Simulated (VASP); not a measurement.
# In3B2As (P-6m2) in VASP: a series of runs, part 2 of 2

VASP 6.6.1. Earlier steps stand in the parts before.

## (3) Single point, PBE

This run uses another cell than the first one, of 23.05 Å³/atom.

INCAR

```
PREC     = Accurate       # precision mode
ENCUT    = 520            # plane-wave cutoff, eV
EDIFF    = 1E-6           # SCF threshold, eV
ISMEAR   = 0              # smearing method
SIGMA    = 0.1            # smearing width, eV
LREAL    = F              # projectors in reciprocal space
LASPH    = T              # aspherical terms in the spheres
NELM     = 100            # most SCF steps
ALGO     = Normal         # electronic algorithm
ISIF     = 2              # what is computed and relaxed
LWAVE    = F              # write WAVECAR
LCHARG   = T              # write CHGCAR
GGA      = PE             # functional
LELF     = T              # ELF
LVHAR    = T            
NBANDS   = 34             # bands
```

KPOINTS

```
Automatic mesh
0
Gamma
  6 6 2
```

POSCAR

```
In3B2As
1.0
    4.1538447800      0.0000000000      0.0000000000
   -2.0769223900      3.5973351000      0.0000000000
    0.0000000000      0.0000000000      9.2563971600
In B As
3 2 1
Direct
    0.0000000000      0.0000000000      0.0000000000
    0.3333333300      0.6666666700      0.5000000000
    0.3333333300      0.6666666700      0.0000000000
    0.6666666700      0.3333333300      0.7522701000
    0.6666666700      0.3333333300      0.2477299000
    0.0000000000      0.0000000000      0.5000000000
```

Potentials or basis: VASP PAW PBE potentials, release 64 (In_d, B, As).

Command:

```sh
cat potpaw_PBE.64/In_d/POTCAR potpaw_PBE.64/B/POTCAR potpaw_PBE.64/As/POTCAR > POTCAR
mpirun -np 1 vasp_std > vasp.out
```

OUTCAR:

```text
PREC = Accurate
   ENCUT = 520
   EDIFF = 1E-6
   ISMEAR = 0
   LREAL = F
   LASPH = T
   NELM = 100
   ISIF = 2
   GGA = PE

 ion  position               nearest neighbor table
   1  0.000  0.000  0.000-   3 2.40   3 2.40   3 2.40
   2  0.333  0.667  0.500-   6 2.40   6 2.40   6 2.40
   3  0.333  0.667  0.000-   1 2.40   1 2.40   1 2.40
   4  0.667  0.333  0.752-
   5  0.667  0.333  0.248-
   6  0.000  0.000  0.500-   2 2.40   2 2.40   2 2.40

  LATTYP: Found a hexagonal cell.
 ALAT       =     4.1538447800
 C/A-ratio  =     2.2283926459

  Lattice vectors:

 A1 = (   4.1538447800,   0.0000000000,   0.0000000000)
 A2 = (  -2.0769223900,   3.5973351000,   0.0000000000)
 A3 = (   0.0000000000,   0.0000000000,   9.2563971600)

Analysis of symmetry for initial positions (statically):
=====================================================================
 Subroutine PRICEL returns:
 Original cell was already a primitive cell.

 Routine SETGRP: Setting up the symmetry group for a
 hexagonal supercell.

 Subroutine GETGRP returns: Found 12 space group operations
 (whereof 12 operations were pure point group operations)
 out of a pool of 24 trial point group operations.

The static configuration has the point symmetry D_3h.

Analysis of symmetry for dynamics (positions and initial velocities):
=====================================================================
 Subroutine PRICEL returns:
 Original cell was already a primitive cell.

 Routine SETGRP: Setting up the symmetry group for a
 hexagonal supercell.

 Subroutine GETGRP returns: Found 12 space group operations
 (whereof 12 operations were pure point group operations)
 out of a pool of 24 trial point group operations.

The dynamic configuration has the point symmetry D_3h.

 Subroutine INISYM returns: Found 12 space group operations
 (whereof 12 operations are pure point group operations),
 and found     1 'primitive' translations

----------------------------------------------------------------------------------------

                                     Primitive cell

  volume of cell :     138.3162

  direct lattice vectors                    reciprocal lattice vectors
     4.153844780  0.000000000  0.000000000     0.240740820  0.138991778  0.000000000
    -2.076922390  3.597335100  0.000000000     0.000000000  0.277983555  0.000000000
     0.000000000  0.000000000  9.256397160     0.000000000  0.000000000  0.108033394

  length of vectors
     4.153844780  4.153844778  9.256397160     0.277983555  0.277983555  0.108033394

  position of ions in fractional coordinates (direct lattice)
     0.000000000  0.000000000  0.000000000
     0.333333330  0.666666670  0.500000000
     0.333333330  0.666666670  0.000000000
     0.666666670  0.333333330  0.752270100
     0.666666670  0.333333330  0.247729900
     0.000000000  0.000000000  0.500000000

  ion indices of the primitive-cell ions
   primitive index   ion index
                 1           1
                 2           2
                 3           3
                 4           4
                 5           5
[... 31 lines left out ...]
  0.166667  0.000000  0.000000      6.000000
  0.333333  0.000000  0.000000      6.000000
  0.500000  0.000000  0.000000      3.000000
  0.166667  0.166667  0.000000      6.000000
  0.333333  0.166667  0.000000     12.000000
  0.333333  0.333333  0.000000      2.000000
  0.000000  0.000000  0.500000      1.000000
  0.166667  0.000000  0.500000      6.000000
  0.333333  0.000000  0.500000      6.000000
  0.500000  0.000000  0.500000      3.000000
  0.166667  0.166667  0.500000      6.000000
  0.333333  0.166667  0.500000     12.000000
  0.333333  0.333333  0.500000      2.000000
   k-points           NKPTS =     14   k-points in BZ     NKDIM =     14   number of bands    NBANDS=     34
   number of dos      NEDOS =    301   number of ions     NIONS =      6
   total plane-waves  NPLWV =  71680
   dimension x,y,z NGX =    32 NGY =   32 NGZ =   70
   dimension x,y,z NGXF=    64 NGYF=   64 NGZF=  140
   ions per type =               3   2   1
   NGX,Y,Z   is equivalent  to a cutoff of  12.81, 12.81, 12.57 a.u.
   NGXF,Y,Z  is equivalent  to a cutoff of  25.61, 25.61, 25.14 a.u.
 SYSTEM =  unknown system
   PREC   = accura    normal or accurate (medium, high low for compatibility)
   ISTART =      0    job   : 0-new  1-cont  2-samecut
   ICHARG =      2    charge: 1-file 2-atom 10-const
   ISPIN  =      1    spin polarized calculation?
   LNONCOLLINEAR =      F non collinear calculations
   LSORBIT =      F    spin-orbit coupling
   LASPH  =      T    aspherical Exc in radial PAW
   ENCUT  =  520.0 eV  38.22 Ry    6.18 a.u.   7.72  7.72 17.21*2*pi/ulx,y,z
   NELM   =    100;   NELMIN=  2; NELMDL= -5     # of ELM steps
   EDIFF  = 0.1E-05   stopping-criterion for ELM
   LREAL  =      F    real-space projection
   EDIFFG = 0.1E-04   stopping-criterion for IOM
   NSW    =      0    number of steps for IOM
   IBRION =     -1    ionic relax: 0-MD 1-quasi-New 2-CG
   NFREE  =      0    steps in history (QN), initial steepest desc. (CG)
   ISIF   =      2    stress and relaxation
   ISYM   =      2    0-nonsym 1-usesym 2-fastsym
   POTIM  = 0.5000    time-step for ionic-motion
   TEBEG  =    0.0;   TEEND  =   0.0 temperature during run
   PSTRESS=    0.0 pullay stress
   NELECT =      50.0000    total number of electrons
   NUPDOWN=      -1.0000    fix difference up-down
   EMIN   =  10.00;   EMAX   =-10.00  energy-range for DOS
   EFERMI =   0.00;   METHOD = LEGACY
   ISMEAR =     0;   SIGMA  =   0.10  broadening in eV -4-tet -1-fermi 0-gaus
   EFERMI_NEDOS =   21; number of points for ismear=-14 and -15
   IALGO  =     38    algorithm
   IMIX   =      4    mixing-type and parameters
     AMIX     =   0.40;   BMIX     =  1.00
     AMIX_MAG =   1.60;   BMIX_MAG =  1.00
  volume/ion in A,a.u.               =      23.05       155.57
  Fermi-wavevector in a.u.,A,eV,Ry     =   1.166202  2.203802 18.504292  1.360027
  Thomas-Fermi vector in A             =   2.302718
   LORBIT       =      0    0 simple, 1 ext, 2 COOP (PROOUT), +10 PAW based schemes
   GGA     = PE    functional components
   LHFCALC =     F    Hartree Fock is set to
   AEXX    =    0.0000 exact exchange contribution
   IVDW    =     0    specifies the selected vdW correction
   LEPSILON=     F    determine dielectric tensor
   LRPA    =     F    only Hartree local field effects (RPA)
 non-spin polarized calculation
 Gauss-broadening in eV      SIGMA  =   0.10
  energy-cutoff  :      520.00
  volume of cell :      138.32
 maximum number of plane-waves:      3761
 NGX is ok and might be reduce to    32
   NGX = 15   NGY = 15   NGZ = 35

 number of electron      50.0000016 magnetization

 Free energy of the ion-electron system (eV)
  ---------------------------------------------------
  ext. energy  EPLUGINS =         0.00000000
  ---------------------------------------------------
  free energy    TOTEN  =       -13.62784686 eV

  energy without entropy =      -13.61868199  energy(sigma->0) =      -13.62326443

 E-fermi :   4.9757     XC(G=0):  -9.5115

 val. band max:        4.9157626258   @ k =   0.3333   0.1667   0.0000
 cond. band min:       5.1585372898   @ k =   0.5000   0.0000   0.0000
 fundamental gap:      0.2427746640
 Fermi energy:         4.9757098635

 k-point     1 :       0.0000    0.0000    0.0000
  band No.  band energies     occupation
      1     -10.6553      2.00000
      2     -10.5789      2.00000
      3     -10.4413      2.00000
      4     -10.4413      2.00000
      5     -10.4276      2.00000
      6     -10.4276      2.00000
[... 507 lines left out ...]
     33       9.3818      0.00000
     34       9.6504      0.00000

------------------------ aborting loop because EDIFF is reached ----------------------------------------

  FORCE on cell =-STRESS in cart. coord.  units (eV):
  Direction    XX          YY          ZZ          XY          YZ          ZX
  --------------------------------------------------------------------------------------
  -------------------------------------------------------------------------------------
  Total       20.6998117     20.6998116     -6.9852461     -0.0000000     -0.0000000      0.0000000
  in kB      239.7749655    239.7749651    -80.9131584     -0.0000000     -0.0000000      0.0000000
  external PRESSURE =     132.8789241 kB  Pullay stress =       0.0000000 kB

 VOLUME and BASIS-vectors are now :
 -----------------------------------------------------------------------------
  energy-cutoff  :      520.00
  volume of cell :      138.32
      direct lattice vectors                 reciprocal lattice vectors
     4.153844780  0.000000000  0.000000000     0.240740820  0.138991778  0.000000000
    -2.076922390  3.597335100  0.000000000     0.000000000  0.277983555  0.000000000
     0.000000000  0.000000000  9.256397160     0.000000000  0.000000000  0.108033394

 POSITION                                       TOTAL-FORCE (eV/Angst)
 -----------------------------------------------------------------------------------
      0.00000      0.00000      0.00000         0.000000     -0.000000      0.000000
     -0.00000      2.39822      4.62820        -0.000000     -0.000000      0.000000
     -0.00000      2.39822      0.00000        -0.000000      0.000000      0.000000
      2.07692      1.19911      6.96331         0.000000      0.000000      0.684213
      2.07692      1.19911      2.29309         0.000000      0.000000     -0.684213
      0.00000      0.00000      4.62820         0.000000     -0.000000      0.000000
 -----------------------------------------------------------------------------------
    total drift:                                0.000006     -0.000004     -0.000000

  FREE ENERGIE OF THE ION-ELECTRON SYSTEM (eV)
  ---------------------------------------------------
  free  energy   TOTEN  =       -13.6278468600 eV

  energy  without entropy=      -13.6186819921  energy(sigma->0) =      -13.62326443
```

Wall time 2.2 min (1 thread of Intel Xeon 8259CL, shared host); peak memory 0.28 GiB.

What came out:

| Property | Result |
| --- | --- |
| Free energy | -13.6278 eV |
| Pressure | 13.3 GPa |
| Largest force | 0.684 eV/Å |
| Band gap on the k mesh | zero (bands 25 and 26 overlap by 1.71 eV) |

Forces on the atoms (eV/Å):
```
In   0.000  0.000  0.000
In   0.000  0.000  0.000
In   0.000  0.000  0.000
B    0.000  0.000  0.684
B    0.000  0.000 -0.684
As   0.000  0.000  0.000
```

Levels at points of the mesh, in eV from the Fermi level:
```csv
k point,band 22,band 23,band 24,band 25,band 26,band 27,band 28,band 29
"(0.00, 0.00, 0.00)",-1.44,-0.20,0.74,1.06,1.06,1.51,1.51,2.20
"(0.50, 0.00, 0.00)",-3.27,-2.84,-0.79,-0.28,0.18,0.43,0.96,0.98
"(0.00, 0.00, 0.50)",-1.36,-1.30,0.84,1.21,1.21,1.32,1.32,2.34
"(0.50, 0.00, 0.50)",-3.26,-2.20,-1.53,-0.91,-0.12,0.39,1.44,1.90
```

Caveat: the stress differs along the axes, from -8 to 24 GPa; spin-orbit coupling is left out, which moves the levels of the heavy elements.

The gap in the log of VASP goes by the Fermi energy; the results here count the filled bands.